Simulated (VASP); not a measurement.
# KCl (P-1) in VASP: notebook

Runs on KCl. Level: PBEsol. Tasks: single point.

Everything below comes from runs of VASP 6.6.1. Logs are shortened: lines on timing, memory, paths and dates and some standing lists are left out, and cuts for length are marked.

### Step 1. The cell of the first run

The typed cell holds 4 atoms: a = 4.518 Å, b = 4.518 Å, c = 7.884 Å, α = 70.99°, β = 70.99°, γ = 58.48°.

### Step 2. Single point, PBEsol (atoms displaced along a vibrational mode, the cell strained)

INCAR reads:

```
  PREC = Accurate
  ENCUT = 520
  EDIFF = 1E-6
  ISMEAR = 0
  SIGMA = 0.05
  LREAL = F
  LASPH = T
  NELM = 100
  ALGO = Normal
  ISIF = 2
  LWAVE = F
  LCHARG = F
  GGA = PS
  NBANDS = 24
```

KPOINTS reads:

```
Automatic mesh
0
Gamma
  6 6 6
```

POSCAR reads:

```
KCl
1.0
    0.0000000000     -3.1207041401     -3.2664410234
   -3.1207041401      0.0000000000     -3.2664410234
    3.1207041401      3.1207041401     -6.5328820469
K Cl
2 2
Direct
    0.5000000000      0.5000000000      0.5000000000
    0.0000000000      1.0000000000      0.0000000000
    0.7829885571      0.7648586181      0.7500000000
    0.2170114429      0.2351413819      0.2500000000
```

Potentials or basis: VASP PAW PBE potentials, release 64 (K_sv, Cl).

Started as:

```sh
cat potpaw_PBE.64/K_sv/POTCAR potpaw_PBE.64/Cl/POTCAR > POTCAR
mpirun -np 1 vasp_std > vasp.out
```

OUTCAR:

```text
PREC = Accurate
   ENCUT = 520
   EDIFF = 1E-6
   ISMEAR = 0
   LREAL = F
   LASPH = T
   NELM = 100
   ISIF = 2
   GGA = PS

 ion  position               nearest neighbor table
   1  0.500  0.500  0.500-   4 3.02   3 3.02   3 3.08   4 3.08
   2  0.000  0.000  0.000-   3 3.11   4 3.11   3 3.17   4 3.17   3 3.23   4 3.23
   3  0.783  0.765  0.750-   1 3.02   1 3.08   2 3.11   2 3.17   2 3.23
   4  0.217  0.235  0.250-   1 3.02   1 3.08   2 3.11   2 3.17   2 3.23

  LATTYP: Found a base centered monoclinic cell.
 ALAT       =     7.8839163173
 B/A-ratio  =     0.5597905840
 C/A-ratio  =     1.0000000000
 COS(beta)  =    -0.3732690042

  Lattice vectors:

 A1 = (   0.0000000000,   3.1207041401,   3.2664410234)
 A2 = (   3.1207041401,   0.0000000000,   3.2664410234)
 A3 = (   3.1207041401,   3.1207041401,  -6.5328820469)

Analysis of symmetry for initial positions (statically):
=====================================================================
 Subroutine PRICEL returns:
 Original cell was already a primitive cell.

 Routine SETGRP: Setting up the symmetry group for a
 base centered monoclinic supercell.

 Subroutine GETGRP returns: Found  2 space group operations
 (whereof  2 operations were pure point group operations)
 out of a pool of  4 trial point group operations.

The static configuration has the point symmetry S_2 .

Analysis of symmetry for dynamics (positions and initial velocities):
=====================================================================
 Subroutine PRICEL returns:
 Original cell was already a primitive cell.

 Routine SETGRP: Setting up the symmetry group for a
 base centered monoclinic supercell.

 Subroutine GETGRP returns: Found  2 space group operations
 (whereof  2 operations were pure point group operations)
 out of a pool of  4 trial point group operations.

The dynamic configuration has the point symmetry S_2 .

 Subroutine INISYM returns: Found  2 space group operations
 (whereof  2 operations are pure point group operations),
 and found     1 'primitive' translations

----------------------------------------------------------------------------------------

                                     Primitive cell

  volume of cell :     127.2448

  direct lattice vectors                    reciprocal lattice vectors
     0.000000000 -3.120704140 -3.266441023     0.080110125 -0.240330376 -0.076535899
    -3.120704140  0.000000000 -3.266441023    -0.240330376  0.080110125 -0.076535899
     3.120704140  3.120704140 -6.532882047     0.080110125  0.080110125 -0.076535899

  length of vectors
     4.517569179  4.517569179  7.883916317     0.264639501  0.264639501  0.136722376

  position of ions in fractional coordinates (direct lattice)
     0.500000000  0.500000000  0.500000000
     0.000000000  0.000000000  0.000000000
     0.782988557  0.764858618  0.750000000
     0.217011443  0.235141382  0.250000000

  ion indices of the primitive-cell ions
   primitive index   ion index
                 1           1
                 2           2
                 3           3
                 4           4

----------------------------------------------------------------------------------------

 KPOINTS: Automatic mesh

Automatic generation of k-mesh.
 Grid dimensions read from file:
 generate k-points for:    6    6    6

 Generating k-lattice:

  Cartesian coordinates                     Fractional coordinates (reciprocal lattice)
     0.013351688 -0.040055063 -0.012755983     0.166666667 -0.000000000  0.000000000
    -0.040055063  0.013351688 -0.012755983    -0.000000000  0.166666667  0.000000000
     0.013351688  0.013351688 -0.012755983    -0.000000000 -0.000000000  0.166666667

  Length of vectors
     0.044106584  0.044106584  0.022787063

  Shift w.r.t. Gamma in fractional coordinates (k-lattice)
     0.000000000  0.000000000  0.000000000

 Subroutine IBZKPT returns following result:
 ===========================================

 Found    112 irreducible k-points:

 Following reciprocal coordinates:
            Coordinates               Weight
  0.000000  0.000000  0.000000      1.000000
  0.166667  0.000000  0.000000      2.000000
  0.000000 -0.166667 -0.000000      2.000000
  0.333333 -0.000000  0.000000      2.000000
  0.000000 -0.333333  0.000000      2.000000
  0.500000  0.000000 -0.000000      1.000000
[... 16 lines left out ...]
  0.000000 -0.166667 -0.166667      2.000000
  0.333333 -0.000000  0.166667      2.000000
 [... further k-points ...]
   k-points           NKPTS =    112   k-points in BZ     NKDIM =    112   number of bands    NBANDS=     24
   number of dos      NEDOS =    301   number of ions     NIONS =      4
   total plane-waves  NPLWV =  77760
   dimension x,y,z NGX =    36 NGY =   36 NGZ =   60
   dimension x,y,z NGXF=    72 NGYF=   72 NGZF=  120
   ions per type =               2   2
   NGX,Y,Z   is equivalent  to a cutoff of  13.25, 13.25, 12.65 a.u.
   NGXF,Y,Z  is equivalent  to a cutoff of  26.50, 26.50, 25.30 a.u.
 SYSTEM =  unknown system
   PREC   = accura    normal or accurate (medium, high low for compatibility)
   ISTART =      0    job   : 0-new  1-cont  2-samecut
   ICHARG =      2    charge: 1-file 2-atom 10-const
   ISPIN  =      1    spin polarized calculation?
   LNONCOLLINEAR =      F non collinear calculations
   LSORBIT =      F    spin-orbit coupling
   LASPH  =      T    aspherical Exc in radial PAW
   ENCUT  =  520.0 eV  38.22 Ry    6.18 a.u.   8.40  8.40 14.66*2*pi/ulx,y,z
   NELM   =    100;   NELMIN=  2; NELMDL= -5     # of ELM steps
   EDIFF  = 0.1E-05   stopping-criterion for ELM
   LREAL  =      F    real-space projection
   EDIFFG = 0.1E-04   stopping-criterion for IOM
   NSW    =      0    number of steps for IOM
   IBRION =     -1    ionic relax: 0-MD 1-quasi-New 2-CG
   NFREE  =      0    steps in history (QN), initial steepest desc. (CG)
   ISIF   =      2    stress and relaxation
   ISYM   =      2    0-nonsym 1-usesym 2-fastsym
   POTIM  = 0.5000    time-step for ionic-motion
   TEBEG  =    0.0;   TEEND  =   0.0 temperature during run
   PSTRESS=    0.0 pullay stress
   NELECT =      32.0000    total number of electrons
   NUPDOWN=      -1.0000    fix difference up-down
   EMIN   =  10.00;   EMAX   =-10.00  energy-range for DOS
   EFERMI =   0.00;   METHOD = LEGACY
   ISMEAR =     0;   SIGMA  =   0.05  broadening in eV -4-tet -1-fermi 0-gaus
   EFERMI_NEDOS =   21; number of points for ismear=-14 and -15
   IALGO  =     38    algorithm
   IMIX   =      4    mixing-type and parameters
     AMIX     =   0.40;   BMIX     =  1.00
     AMIX_MAG =   1.60;   BMIX_MAG =  1.00
  volume/ion in A,a.u.               =      31.81       214.67
  Fermi-wavevector in a.u.,A,eV,Ry     =   1.033344  1.952737 14.528292  1.067799
  Thomas-Fermi vector in A             =   2.167586
   LORBIT       =      0    0 simple, 1 ext, 2 COOP (PROOUT), +10 PAW based schemes
   GGA     = PS    functional components
   LHFCALC =     F    Hartree Fock is set to
   AEXX    =    0.0000 exact exchange contribution
   IVDW    =     0    specifies the selected vdW correction
   LEPSILON=     F    determine dielectric tensor
   LRPA    =     F    only Hartree local field effects (RPA)
 non-spin polarized calculation
 Gauss-broadening in eV      SIGMA  =   0.05
  energy-cutoff  :      520.00
  volume of cell :      127.24
 maximum number of plane-waves:      3445
 NGX is ok and might be reduce to    36
   NGX = 17   NGY = 17   NGZ = 29

 number of electron      32.0000001 magnetization

 Free energy of the ion-electron system (eV)
  ---------------------------------------------------
  ext. energy  EPLUGINS =         0.00000000
  ---------------------------------------------------
  free energy    TOTEN  =       -13.98180144 eV

  energy without entropy =      -13.98180144  energy(sigma->0) =      -13.98180144

 E-fermi :  -1.7491     XC(G=0):  -7.6190

 val. band max:       -1.9592768909   @ k =   0.0000   0.0000   0.0000
 cond. band min:       2.9578205587   @ k =   0.0000   0.0000   0.0000
 fundamental gap:      4.9170974496
 Fermi energy:        -1.7490835390

 k-point     1 :       0.0000    0.0000    0.0000
  band No.  band energies     occupation
      1     -29.0814      2.00000
      2     -29.0432      2.00000
      3     -14.2495      2.00000
      4     -14.0572      2.00000
      5     -12.6203      2.00000
      6     -12.6176      2.00000
[... 16 lines left out ...]
     23       7.2495      0.00000
     24       7.3667      0.00000

 k-point     2 :       0.1667    0.0000    0.0000
  band No.  band energies     occupation
      1     -29.0796      2.00000
      2     -29.0416      2.00000
      3     -14.1925      2.00000
      4     -14.1050      2.00000
      5     -12.6452      2.00000
      6     -12.6234      2.00000
[... 16 lines left out ...]
     23       7.4010      0.00000
     24       7.7044      0.00000

 k-point     3 :       0.0000   -0.1667   -0.0000
  band No.  band energies     occupation
      1     -29.0796      2.00000
      2     -29.0417      2.00000
      3     -14.1917      2.00000
      4     -14.1063      2.00000
      5     -12.6412      2.00000
      6     -12.6260      2.00000
[... 16 lines left out ...]
     23       7.4345      0.00000
     24       7.7089      0.00000
[... 514 lines left out ...]
 k-point    23 :       0.0000   -0.1667   -0.1667
  band No.  band energies     occupation
      1     -29.0796      2.00000
      2     -29.0417      2.00000
      3     -14.1862      2.00000
      4     -14.1134      2.00000
      5     -12.6354      2.00000
      6     -12.6284      2.00000
[... 16 lines left out ...]
     23       7.5221      0.00000
     24       7.6231      0.00000

 k-point    24 :       0.3333   -0.0000    0.1667
  band No.  band energies     occupation
      1     -29.0760      2.00000
      2     -29.0383      2.00000
      3     -14.1952      2.00000
      4     -14.0592      2.00000
      5     -12.7088      2.00000
      6     -12.6425      2.00000
[... 16 lines left out ...]
     23       7.7604      0.00000
     24       8.0181      0.00000

 [... further k-points ...]

------------------------ aborting loop because EDIFF is reached ----------------------------------------

  FORCE on cell =-STRESS in cart. coord.  units (eV):
  Direction    XX          YY          ZZ          XY          YZ          ZX
  --------------------------------------------------------------------------------------
  -------------------------------------------------------------------------------------
  Total       -0.1478221      0.0271650     -0.8263353     -0.0119086     -0.0750694     -0.0426440
  in kB       -1.8612729      0.3420423    -10.4046360     -0.1499442     -0.9452220     -0.5369430
  external PRESSURE =      -3.9746222 kB  Pullay stress =       0.0000000 kB

 VOLUME and BASIS-vectors are now :
 -----------------------------------------------------------------------------
  energy-cutoff  :      520.00
  volume of cell :      127.24
      direct lattice vectors                 reciprocal lattice vectors
     0.000000000 -3.120704140 -3.266441023     0.080110125 -0.240330376 -0.076535899
    -3.120704140  0.000000000 -3.266441023    -0.240330376  0.080110125 -0.076535899
     3.120704140  3.120704140 -6.532882047     0.080110125  0.080110125 -0.076535899

 POSITION                                       TOTAL-FORCE (eV/Angst)
 -----------------------------------------------------------------------------------
      0.00000      0.00000     -6.53288        -0.000000      0.000000     -0.000000
      0.00000      0.00000      0.00000        -0.000000      0.000000     -0.000000
     -0.04637     -0.10295     -9.95561         0.075011      0.167618      0.120311
      0.04637      0.10295     -3.11015        -0.075011     -0.167618     -0.120311
 -----------------------------------------------------------------------------------
    total drift:                               -0.000000      0.000000      0.000000

  FREE ENERGIE OF THE ION-ELECTRON SYSTEM (eV)
  ---------------------------------------------------
  free  energy   TOTEN  =       -13.9818014362 eV

  energy  without entropy=      -13.9818014362  energy(sigma->0) =      -13.98180144
```

It took 2.9 min on 1 thread of Intel Xeon 6975P-C (Granite Rapids), shared host; peak memory 0.44 GiB.

Results:

- Free energy: -13.9818 eV
- Pressure: -0.4 GPa
- Largest force: 0.220 eV/Å
- Band gap on the k mesh: 4.92 eV

Forces on the atoms (eV/Å):
```
K    0.000  0.000  0.000
K    0.000  0.000  0.000
Cl   0.075  0.168  0.120
Cl  -0.075 -0.168 -0.120
```

Stress tensor (GPa, compression positive):
```
-0.19 -0.01 -0.05
-0.01  0.03 -0.09
-0.05 -0.09 -1.04
```

Caveat: the cell differs from its parent crystal (atoms displaced along a vibrational mode, the cell strained); the PAW data sets were made with another functional, which shifts forces and pressure a little.

### Step 3. Single point, PBEsol (atoms displaced along a vibrational mode, the cell strained)

INCAR reads:

```
SYSTEM = KCl
  PREC = Accurate
  ENCUT = 520
  EDIFF = 1E-6
  ISMEAR = 0
  SIGMA = 0.05
  LREAL = .False.
  LASPH = .True.
  NELM = 60
  ALGO = Normal
  ISIF = 2
  LWAVE = .False.
  LCHARG = .False.
  GGA = PS
  NBANDS = 24
```

KPOINTS reads:

```
Automatic mesh
0
Gamma
  6 6 6
  0 0 0
```

POSCAR, as its differences from that of step 2:

```diff
@@ -10,3 +10,3 @@
     0.0000000000      1.0000000000      0.0000000000
-    0.7829885571      0.7648586181      0.7500000000
-    0.2170114429      0.2351413819      0.2500000000
+    0.7719923714      0.7599057454      0.7500000000
+    0.2280076286      0.2400942546      0.2500000000
```

Potentials or basis: VASP PAW PBE potentials, release 64 (K_sv, Cl).

Started as:

```sh
cat potpaw_PBE.64/K_sv/POTCAR potpaw_PBE.64/Cl/POTCAR > POTCAR
mpirun -np 1 vasp_std > vasp.out
```

OUTCAR:

```text
SYSTEM = KCl
   PREC = Accurate
   ENCUT = 520
   EDIFF = 1E-6
   ISMEAR = 0
   LREAL = .False.
   LASPH = .True.
   NELM = 60
   ISIF = 2
   GGA = PS

 ion  position               nearest neighbor table
   1  0.500  0.500  0.500-   4 3.05   3 3.05   3 3.09   4 3.09
   2  0.000  0.000  0.000-   3 3.15   4 3.15   4 3.16   3 3.16   3 3.19   4 3.19
   3  0.772  0.760  0.750-   1 3.05   1 3.09   2 3.15   2 3.16   2 3.19
   4  0.228  0.240  0.250-   1 3.05   1 3.09   2 3.15   2 3.16   2 3.19

  LATTYP: Found a base centered monoclinic cell.
 ALAT       =     7.8839163173
 B/A-ratio  =     0.5597905840
 C/A-ratio  =     1.0000000000
 COS(beta)  =    -0.3732690042

  Lattice vectors:

 A1 = (   0.0000000000,   3.1207041401,   3.2664410234)
 A2 = (   3.1207041401,   0.0000000000,   3.2664410234)
 A3 = (   3.1207041401,   3.1207041401,  -6.5328820469)

Analysis of symmetry for initial positions (statically):
=====================================================================
 Subroutine PRICEL returns:
 Original cell was already a primitive cell.

 Routine SETGRP: Setting up the symmetry group for a
 base centered monoclinic supercell.

 Subroutine GETGRP returns: Found  2 space group operations
 (whereof  2 operations were pure point group operations)
 out of a pool of  4 trial point group operations.

The static configuration has the point symmetry S_2 .

Analysis of symmetry for dynamics (positions and initial velocities):
=====================================================================
 Subroutine PRICEL returns:
 Original cell was already a primitive cell.

 Routine SETGRP: Setting up the symmetry group for a
 base centered monoclinic supercell.

 Subroutine GETGRP returns: Found  2 space group operations
 (whereof  2 operations were pure point group operations)
 out of a pool of  4 trial point group operations.

The dynamic configuration has the point symmetry S_2 .

 Subroutine INISYM returns: Found  2 space group operations
 (whereof  2 operations are pure point group operations),
[... 120 lines left out ...]
     AMIX_MAG =   1.60;   BMIX_MAG =  1.00
  volume/ion in A,a.u.               =      31.81       214.67
  Fermi-wavevector in a.u.,A,eV,Ry     =   1.033344  1.952737 14.528292  1.067799
  Thomas-Fermi vector in A             =   2.167586
   LORBIT       =      0    0 simple, 1 ext, 2 COOP (PROOUT), +10 PAW based schemes
   GGA     = PS    functional components
   LHFCALC =     F    Hartree Fock is set to
   AEXX    =    0.0000 exact exchange contribution
   IVDW    =     0    specifies the selected vdW correction
   LEPSILON=     F    determine dielectric tensor
   LRPA    =     F    only Hartree local field effects (RPA)
 non-spin polarized calculation
 Gauss-broadening in eV      SIGMA  =   0.05
  energy-cutoff  :      520.00
  volume of cell :      127.24
 maximum number of plane-waves:      3445
 NGX is ok and might be reduce to    36
   NGX = 17   NGY = 17   NGZ = 29

 number of electron      32.0000000 magnetization

 Free energy of the ion-electron system (eV)
  ---------------------------------------------------
  ext. energy  EPLUGINS =         0.00000000
  ---------------------------------------------------
  free energy    TOTEN  =       -14.00360564 eV

  energy without entropy =      -14.00360564  energy(sigma->0) =      -14.00360564

 E-fermi :  -1.7674     XC(G=0):  -7.6230

 val. band max:       -1.9696729966   @ k =   0.0000   0.0000   0.0000
 cond. band min:       2.9625343577   @ k =   0.0000   0.0000   0.0000
 fundamental gap:      4.9322073543
 Fermi energy:        -1.7673635263

 k-point     1 :       0.0000    0.0000    0.0000
  band No.  band energies     occupation
      1     -29.0816      2.00000
      2     -29.0541      2.00000
      3     -14.2428      2.00000
      4     -14.0565      2.00000
      5     -12.6209      2.00000
      6     -12.6165      2.00000
[... 637 lines left out ...]
     23       7.7132      0.00000
     24       8.0343      0.00000

 [... further k-points ...]

------------------------ aborting loop because EDIFF is reached ----------------------------------------

  FORCE on cell =-STRESS in cart. coord.  units (eV):
  Direction    XX          YY          ZZ          XY          YZ          ZX
  --------------------------------------------------------------------------------------
  -------------------------------------------------------------------------------------
  Total       -0.1568332     -0.0786309     -0.9919344     -0.0052936     -0.0326594     -0.0188729
  in kB       -1.9747341     -0.9900646    -12.4897441     -0.0666532     -0.4112241     -0.2376340
  external PRESSURE =      -5.1515143 kB  Pullay stress =       0.0000000 kB

 VOLUME and BASIS-vectors are now :
 -----------------------------------------------------------------------------
  energy-cutoff  :      520.00
  volume of cell :      127.24
      direct lattice vectors                 reciprocal lattice vectors
     0.000000000 -3.120704140 -3.266441023     0.080110125 -0.240330376 -0.076535899
    -3.120704140  0.000000000 -3.266441023    -0.240330376  0.080110125 -0.076535899
     3.120704140  3.120704140 -6.532882047     0.080110125  0.080110125 -0.076535899

 POSITION                                       TOTAL-FORCE (eV/Angst)
 -----------------------------------------------------------------------------------
      0.00000      0.00000     -6.53288        -0.000000      0.000000      0.000000
      0.00000      0.00000      0.00000        -0.000000      0.000000      0.000000
     -0.03091     -0.06863     -9.90352         0.051048      0.111802      0.077687
      0.03091      0.06863     -3.16225        -0.051048     -0.111802     -0.077687
 -----------------------------------------------------------------------------------
    total drift:                                0.000000      0.000000     -0.000000

  FREE ENERGIE OF THE ION-ELECTRON SYSTEM (eV)
  ---------------------------------------------------
  free  energy   TOTEN  =       -14.0036056444 eV

  energy  without entropy=      -14.0036056444  energy(sigma->0) =      -14.00360564
```

It took 4.1 min on 1 thread of Intel Xeon 6975P-C (Granite Rapids), shared host; peak memory 0.44 GiB.

What came out:

```
Free energy            : -14.0036 eV
Pressure               : -0.5 GPa
Largest force          : 0.145 eV/Å
Band gap on the k mesh : 4.93 eV
```

Forces on the atoms (eV/Å):
```
K    0.000  0.000  0.000
K    0.000  0.000  0.000
Cl   0.051  0.112  0.078
Cl  -0.051 -0.112 -0.078
```

Stress tensor (GPa, compression positive):
```
-0.20 -0.01 -0.02
-0.01 -0.10 -0.04
-0.02 -0.04 -1.25
```

Caveat: the cell differs from its parent crystal (atoms displaced along a vibrational mode, the cell strained); the PAW data sets were made with another functional, which shifts forces and pressure a little.

(Part 1 of 2 ends here.)
